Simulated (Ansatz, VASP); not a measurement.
InSb: VASP beside Ansatz

```xyz
2
Lattice="0.0000 3.2196 3.0300 3.2196 0.0000 3.0300 3.2196 3.2196 0.0000" Properties=species:S:1:pos:R:3 pbc="T T T"
In    0.0000    0.0000    0.0000
Sb    3.2196    3.2196    3.0300
```

Alike in both runs: task single point; functional PBE; k mesh 14 × 14 × 14; occupations gaussian, width 0.15 eV; no spin polarisation.

```csv
,VASP,Ansatz
version,VASP 6.6.1,Ansatz 0.2.0
potentials or method,"VASP PAW PBE potentials, release 64 (In_d, Sb), cutoff 520 eV","scalar-relativistic, plane waves, PAW"
valence electrons in the cell,18,28
```

|  | VASP | Ansatz | Ansatz less VASP |
| --- | --- | --- | --- |
| gap on the k mesh at the Fermi level (eV) | none | none | - |
| pressure (GPa) | -2.7 | -2.7 | +0.04 |
| traceless stress, the component that is largest in VASP (GPa) | 2.40 | 2.41 | +0.005 |

A gap of «none» marks a metal or a gap that the smearing closes. VASP's potentials hold 18 valence electrons a cell and Ansatz's 28, so a difference there can come from the potentials and not from the codes.

Spin-orbit coupling is off throughout.
